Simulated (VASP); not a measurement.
# Ge (I4_1/amd) in VASP: a series of runs

The runs below take Ge through relaxation of shape and atoms at fixed volume, single point, with PBE.

All numbers are computed with VASP 6.6.1; they aren't measurements. Logs are shortened: lines on timing, memory, paths and dates and some standing lists are left out, and cuts for length are marked.

**1. The cell of the first run**

It takes space group I4_1/amd (No. 141, tetragonal). Conventional cell: a = 5.309 Å, b = 5.309 Å, c = 2.902 Å, α = 90.00°, β = 90.00°, γ = 90.00°. Within 3.6 Å of Ge (site symmetry -4m2) lie 10 Ge at 2.75 to 3.43 Å.

**2. Relaxation of shape and atoms at fixed volume, PBE (volume scaled by 1.06)**

File INCAR:

```
ALGO = Normal
EDIFF = 1E-6
EDIFFG = -0.01
ENCUT = 600
GGA = PE
IBRION = 2
ISIF = 4
ISMEAR = 0
LASPH = True
LCHARG = False
LREAL = False
LWAVE = False
NELM = 80
NSW = 50
PREC = Accurate
SIGMA = 0.1
```

File KPOINTS:

```
k-points
0
Gamma
  16 16 16
```

File POSCAR:

```
Ge
1.0
   -2.6543604530      2.6543604530      1.4511549493
    2.6543604530     -2.6543604530      1.4511549493
    2.6543604530      2.6543604530     -1.4511549493
Ge
2
Direct
    0.2500000000      0.7500000000      0.5000000000
    0.5000000000      0.5000000000      0.0000000000
```

Potentials or basis: VASP PAW PBE potentials, release 64 (Ge_d).

Started as:

```
> cat potpaw_PBE.64/Ge_d/POTCAR > POTCAR
> mpirun -np 1 vasp_std > vasp.out
```

OUTCAR:

```text
EDIFF = 1E-6
   EDIFFG = -0.01
   ENCUT = 600
   GGA = PE
   IBRION = 2
   ISIF = 4
   ISMEAR = 0
   LASPH = True
   LREAL = False
   NELM = 80
   NSW = 50
   PREC = Accurate

 ion  position               nearest neighbor table
   1  0.250  0.750  0.500-   2 2.75   2 2.75   2 2.75   2 2.75
   2  0.500  0.500  0.000-   1 2.75   1 2.75   1 2.75   1 2.75

  LATTYP: Found a body centered tetragonal cell.
 ALAT       =     5.3087209060
 C/A-ratio  =     0.5467060616

  Lattice vectors:

 A1 = (  -2.6543604530,   2.6543604530,   1.4511549493)
 A2 = (   2.6543604530,  -2.6543604530,   1.4511549493)
 A3 = (   2.6543604530,   2.6543604530,  -1.4511549493)

Analysis of symmetry for initial positions (statically):
=====================================================================
 Subroutine PRICEL returns:
 Original cell was already a primitive cell.

 Routine SETGRP: Setting up the symmetry group for a
 body centered tetragonal supercell.

 Subroutine GETGRP returns: Found 16 space group operations
 (whereof  8 operations were pure point group operations)
 out of a pool of 16 trial point group operations.

The static configuration has the point symmetry D_2d.
 The point group associated with its full space group is D_4h.

Analysis of symmetry for dynamics (positions and initial velocities):
=====================================================================
 Subroutine PRICEL returns:
 Original cell was already a primitive cell.

 Routine SETGRP: Setting up the symmetry group for a
 body centered tetragonal supercell.

 Subroutine GETGRP returns: Found 16 space group operations
 (whereof  8 operations were pure point group operations)
 out of a pool of 16 trial point group operations.

The dynamic configuration has the point symmetry D_2d.
 The point group associated with its full space group is D_4h.

 Subroutine INISYM returns: Found 16 space group operations
 (whereof  8 operations are pure point group operations),
 and found     1 'primitive' translations

----------------------------------------------------------------------------------------

                                     Primitive cell

  volume of cell :      40.8972

  direct lattice vectors                    reciprocal lattice vectors
    -2.654360453  2.654360453  1.451154949     0.000000000  0.188369292  0.344553144
     2.654360453 -2.654360453  1.451154949     0.188369292  0.000000000  0.344553144
     2.654360453  2.654360453 -1.451154949     0.188369292  0.188369292  0.000000000

  length of vectors
     4.024563270  4.024563270  4.024563270     0.392682899  0.392682899  0.266394408

  position of ions in fractional coordinates (direct lattice)
     0.250000000  0.750000000  0.500000000
     0.500000000  0.500000000  0.000000000

  ion indices of the primitive-cell ions
   primitive index   ion index
                 1           1
                 2           2

----------------------------------------------------------------------------------------

 KPOINTS: k-points

Automatic generation of k-mesh.
 Grid dimensions read from file:
 generate k-points for:   16   16   16

 Generating k-lattice:

  Cartesian coordinates                     Fractional coordinates (reciprocal lattice)
     0.000000000  0.011773081  0.021534571     0.062500000  0.000000000  0.000000000
     0.011773081  0.000000000  0.021534571     0.000000000  0.062500000  0.000000000
     0.011773081  0.011773081  0.000000000     0.000000000  0.000000000  0.062500000

  Length of vectors
     0.024542681  0.024542681  0.016649650

  Shift w.r.t. Gamma in fractional coordinates (k-lattice)
     0.000000000  0.000000000  0.000000000

 Subroutine IBZKPT returns following result:
 ===========================================

 Found    349 irreducible k-points:

 Following reciprocal coordinates:
            Coordinates               Weight
  0.000000  0.000000  0.000000      1.000000
  0.062500  0.000000  0.000000      8.000000
  0.125000  0.000000  0.000000      8.000000
  0.187500 -0.000000  0.000000      8.000000
  0.250000  0.000000  0.000000      8.000000
  0.312500 -0.000000  0.000000      8.000000
[... 16 lines left out ...]
 -0.125000  0.062500  0.000000     16.000000
 -0.062500  0.062500  0.000000      4.000000
 [... further k-points ...]
   k-points           NKPTS =    349   k-points in BZ     NKDIM =    349   number of bands    NBANDS=     18
   number of dos      NEDOS =    301   number of ions     NIONS =      2
   total plane-waves  NPLWV =  32768
   dimension x,y,z NGX =    32 NGY =   32 NGZ =   32
   dimension x,y,z NGXF=    64 NGYF=   64 NGZF=   64
   ions per type =               2
   NGX,Y,Z   is equivalent  to a cutoff of  13.22, 13.22, 13.22 a.u.
   NGXF,Y,Z  is equivalent  to a cutoff of  26.44, 26.44, 26.44 a.u.
 SYSTEM =  unknown system
   PREC   = accura    normal or accurate (medium, high low for compatibility)
   ISTART =      0    job   : 0-new  1-cont  2-samecut
   ICHARG =      2    charge: 1-file 2-atom 10-const
   ISPIN  =      1    spin polarized calculation?
   LNONCOLLINEAR =      F non collinear calculations
   LSORBIT =      F    spin-orbit coupling
   LASPH  =      T    aspherical Exc in radial PAW
   ENCUT  =  600.0 eV  44.10 Ry    6.64 a.u.   8.04  8.04  8.04*2*pi/ulx,y,z
   NELM   =     80;   NELMIN=  2; NELMDL= -5     # of ELM steps
   EDIFF  = 0.1E-05   stopping-criterion for ELM
   LREAL  =      F    real-space projection
   EDIFFG = -.1E-01   stopping-criterion for IOM
   NSW    =     50    number of steps for IOM
   IBRION =      2    ionic relax: 0-MD 1-quasi-New 2-CG
   NFREE  =      1    steps in history (QN), initial steepest desc. (CG)
   ISIF   =      4    stress and relaxation
   ISYM   =      2    0-nonsym 1-usesym 2-fastsym
   POTIM  = 0.5000    time-step for ionic-motion
   TEBEG  =    0.0;   TEEND  =   0.0 temperature during run
   PSTRESS=    0.0 pullay stress
   NELECT =      28.0000    total number of electrons
   NUPDOWN=      -1.0000    fix difference up-down
   EMIN   =  10.00;   EMAX   =-10.00  energy-range for DOS
   EFERMI =   0.00;   METHOD = LEGACY
   ISMEAR =     0;   SIGMA  =   0.10  broadening in eV -4-tet -1-fermi 0-gaus
   EFERMI_NEDOS =   21; number of points for ismear=-14 and -15
   IALGO  =     38    algorithm
   IMIX   =      4    mixing-type and parameters
     AMIX     =   0.40;   BMIX     =  1.00
     AMIX_MAG =   1.60;   BMIX_MAG =  1.00
  volume/ion in A,a.u.               =      20.45       137.99
  Fermi-wavevector in a.u.,A,eV,Ry     =   1.442878  2.726644 28.325932  2.081897
  Thomas-Fermi vector in A             =   2.561349
   LORBIT       =      0    0 simple, 1 ext, 2 COOP (PROOUT), +10 PAW based schemes
   GGA     = PE    functional components
   LHFCALC =     F    Hartree Fock is set to
   AEXX    =    0.0000 exact exchange contribution
   IVDW    =     0    specifies the selected vdW correction
   LEPSILON=     F    determine dielectric tensor
   LRPA    =     F    only Hartree local field effects (RPA)
 conjugate gradient relaxation of ions
 non-spin polarized calculation
 Gauss-broadening in eV      SIGMA  =   0.10
  energy-cutoff  :      600.00
  volume of cell :       40.90
 maximum number of plane-waves:      1390
   NGX = 17   NGY = 17   NGZ = 17

--------------------------------------- Ionic step        1  -------------------------------------------

 number of electron      27.9999982 magnetization

 Free energy of the ion-electron system (eV)
  ---------------------------------------------------
  ext. energy  EPLUGINS =         0.00000000
  ---------------------------------------------------
  free energy    TOTEN  =        -8.55411951 eV

  energy without entropy =       -8.54979513  energy(sigma->0) =       -8.55195732

------------------------ aborting loop because EDIFF is reached ----------------------------------------

  FORCE on cell =-STRESS in cart. coord.  units (eV):
  Direction    XX          YY          ZZ          XY          YZ          ZX
  --------------------------------------------------------------------------------------
  -------------------------------------------------------------------------------------
  Total       -0.9267874     -0.9267874     -0.8654554      0.0000000      0.0000000      0.0000000
  in kB      -36.3075669    -36.3075669    -33.9048405      0.0000000      0.0000000      0.0000000
  external PRESSURE =     -35.5066581 kB  Pullay stress =       0.0000000 kB

 VOLUME and BASIS-vectors are now :
 -----------------------------------------------------------------------------
  energy-cutoff  :      600.00
  volume of cell :       40.90
      direct lattice vectors                 reciprocal lattice vectors
    -2.654360453  2.654360453  1.451154949     0.000000000  0.188369292  0.344553144
     2.654360453 -2.654360453  1.451154949     0.188369292  0.000000000  0.344553144
     2.654360453  2.654360453 -1.451154949     0.188369292  0.188369292  0.000000000
[... 37 lines left out ...]
 POSITION                                       TOTAL-FORCE (eV/Angst)
 -----------------------------------------------------------------------------------
      2.65305     -0.00000      0.72629        -0.000000     -0.000000     -0.000000
      2.65305      2.65305      0.00000         0.000000      0.000000      0.000000
 -----------------------------------------------------------------------------------
    total drift:                                0.000000     -0.000000      0.000000

  FREE ENERGIE OF THE ION-ELECTRON SYSTEM (eV)
  ---------------------------------------------------
  free  energy   TOTEN  =        -8.5541669786 eV

  energy  without entropy=       -8.5498797776  energy(sigma->0) =       -8.55202338

--------------------------------------- Ionic step        3  -------------------------------------------

 number of electron      27.9999984 magnetization

 Free energy of the ion-electron system (eV)
  ---------------------------------------------------
  ext. energy  EPLUGINS =         0.00000000
  ---------------------------------------------------
  free energy    TOTEN  =        -8.55420241 eV

  energy without entropy =       -8.54998221  energy(sigma->0) =       -8.55209231

 E-fermi :   5.7763     XC(G=0): -10.8287

 val. band max:        5.7720822737   @ k =  -0.0625   0.4375   0.0625
 cond. band min:       5.7852827950   @ k =   0.4375   0.1250   0.0625
 fundamental gap:      0.0132005214
 Fermi energy:         5.7763181131

 k-point     1 :       0.0000    0.0000    0.0000
  band No.  band energies     occupation
      1     -18.9251      2.00000
      2     -18.8926      2.00000
      3     -18.8659      2.00000
      4     -18.8642      2.00000
      5     -18.7940      2.00000
      6     -18.7940      2.00000
[... 10 lines left out ...]
     17      12.7963      0.00000
     18      12.9673      0.00000
[... 463 lines left out ...]
 k-point    24 :      -0.0625    0.0625    0.0000
  band No.  band energies     occupation
      1     -18.9235      2.00000
      2     -18.8929      2.00000
      3     -18.8670      2.00000
      4     -18.8628      2.00000
      5     -18.7947      2.00000
      6     -18.7930      2.00000
[... 10 lines left out ...]
     17      12.5769      0.00000
     18      13.1012      0.00000

 [... further k-points ...]

------------------------ aborting loop because EDIFF is reached ----------------------------------------

  FORCE on cell =-STRESS in cart. coord.  units (eV):
  Direction    XX          YY          ZZ          XY          YZ          ZX
  --------------------------------------------------------------------------------------
  -------------------------------------------------------------------------------------
  Total       -0.8646808     -0.8646808     -0.8629399      0.0000000      0.0000000      0.0000000
  in kB      -33.8744962    -33.8744962    -33.8062928      0.0000000      0.0000000      0.0000000
  external PRESSURE =     -33.8517617 kB  Pullay stress =       0.0000000 kB

 VOLUME and BASIS-vectors are now :
 -----------------------------------------------------------------------------
  energy-cutoff  :      600.00
  volume of cell :       40.90
      direct lattice vectors                 reciprocal lattice vectors
    -2.650772658  2.650772658  1.455085856     0.000000000  0.188624248  0.343622335
     2.650772658 -2.650772658  1.455085856     0.188624248  0.000000000  0.343622335
     2.650772658  2.650772658 -1.455085856     0.188624248  0.188624248  0.000000000

 POSITION                                       TOTAL-FORCE (eV/Angst)
 -----------------------------------------------------------------------------------
      2.65077     -0.00000      0.72754        -0.000000      0.000000     -0.000000
      0.00000      0.00000      1.45509         0.000000     -0.000000      0.000000
 -----------------------------------------------------------------------------------
    total drift:                               -0.000000     -0.000000      0.000000

  FREE ENERGIE OF THE ION-ELECTRON SYSTEM (eV)
  ---------------------------------------------------
  free  energy   TOTEN  =        -8.5542024063 eV

  energy  without entropy=       -8.5499822063  energy(sigma->0) =       -8.55209231

 reached required accuracy - stopping structural energy minimisation
```

It took 4.4 min on 1 thread of Intel Xeon Platinum 8259CL at 2.50GHz (Skylake/Cascade Lake), shared host; peak memory 0.38 GiB.

Results:

```
Free energy               : -8.5542 eV
Energy gained by relaxing : 0.0 meV/atom
Ionic steps               : 3
Pressure after relaxing   : -3.4 GPa
Band gap on the k mesh    : zero (band 14 reaches 7.54 eV, above the bottom of band 15 at 2.80 eV)
```

Final structure:
```
Ge
1.0
    -2.65077    2.65077    1.45509
     2.65077   -2.65077    1.45509
     2.65077    2.65077   -1.45509
Ge
2
Cartesian
  2.6508 0.0000 0.7275
  0.0000 0.0000 1.4551
```

**3. Single point, PBE (volume scaled by 1.10, then relaxed in part)**

File INCAR:

```
SYSTEM = Ge
PREC = Accurate
ENCUT = 520
EDIFF = 1E-6
ISMEAR = 0
SIGMA = 0.1
LREAL = .FALSE.
LASPH = .TRUE.
NELM = 60
ALGO = Normal
ISIF = 2
LWAVE = .FALSE.
LCHARG = .TRUE.
GGA = PE
LELF = .TRUE.
LVHAR = .TRUE.
NBANDS = 21
```

File KPOINTS:

```
regular mesh
0
G
  16 16 16
  0 0 0
```

File POSCAR:

```
Ge
1.0
   -2.6830615728      2.6830615728      1.4738698170
    2.6830615728     -2.6830615728      1.4738698170
    2.6830615728      2.6830615728     -1.4738698170
Ge
2
Direct
    0.2500000000      0.7500000000      0.5000000000
    0.5000000000      0.5000000000      0.0000000000
```

Potentials or basis: VASP PAW PBE potentials, release 64 (Ge_d).

Started as:

```
> cat potpaw_PBE.64/Ge_d/POTCAR > POTCAR
> mpirun -np 1 vasp_std > vasp.out
```

It took 5.7 min on 1 thread of Intel Xeon 8259CL, shared host; peak memory 0.36 GiB.

Results (log left out):

| Item | Value |
| --- | --- |
| Free energy | -8.5130 eV |
| Pressure | -5.2 GPa |
| Band gap on the k mesh | zero (band 14 reaches 7.09 eV, above the bottom of band 15 at 2.58 eV) |

Stress tensor (GPa, compression positive):
```
-5.28  0.00  0.00
 0.00 -5.28  0.00
 0.00  0.00 -5.17
```

Levels at points of the mesh, in eV from the Fermi level:
```tsv
k point	band 10	band 11	band 12	band 13	band 14	band 15	band 16	band 17	band 18	band 19
(0.00, 0.00, 0.00)	-24.45	-12.23	-4.40	-1.94	-1.94	3.60	6.80	6.80	6.93	7.08
(0.50, 0.00, 0.00)	-24.49	-7.85	-6.00	-2.72	-1.66	-1.17	2.62	3.13	4.82	8.36
(0.50, 0.50, 0.00)	-24.51	-9.77	-9.77	0.69	0.69	1.68	1.68	6.51	6.51	10.44
(0.50, 0.50, 0.50)	-24.55	-8.45	-8.45	-5.07	-5.07	5.35	5.35	9.64	9.64	13.92
```

(Part 1 of 2 ends here.)
